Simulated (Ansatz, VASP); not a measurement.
**C: VASP beside Ansatz**

```xyz
8
Lattice="3.5715 0.0000 0.0000 0.0000 -3.5715 0.0000 0.0000 0.0000 -3.5715" Properties=species:S:1:pos:R:3 pbc="T T T"
C     1.7395   -0.0462   -0.0462
C     0.0000   -1.7857    0.0000
C     0.0000    0.0000   -1.7857
C     1.7857   -1.7857   -1.7857
C     2.6786   -2.6786   -2.6786
C     0.8929   -0.8929   -2.6786
C     0.8929   -2.6786   -0.8929
C     2.6786   -0.8929   -0.8929
```

Alike in both runs: task single point; functional PBE; k mesh 6 × 6 × 6; occupations gaussian, width 0.05 eV; no spin polarisation.

|  | VASP | Ansatz |
| --- | --- | --- |
| version | VASP 6.6.1 | Ansatz 0.2.0 |
| potentials or method | VASP PAW PBE potentials, release 64 (C), cutoff 520 eV | scalar-relativistic, plane waves, PAW |
| valence electrons in the cell | 32 | 32 |

```csv
,VASP,Ansatz,Ansatz less VASP
gap on the k mesh at the Fermi level (eV),3.75,3.76,+0.006
least direct gap on the mesh (eV),3.88,3.89,+0.006
pressure (GPa),1.3,0.6,-0.67
"traceless stress, the component that is largest in VASP (GPa)",-0.14,-0.10,+0.038
rms of the force components (eV/Å),0.734,0.731,-0.0034
```

Atom by atom the forces differ by 0.005 eV/Å (rms over components). The functional is the same, so the differences come from potentials, cutoffs and numerics.
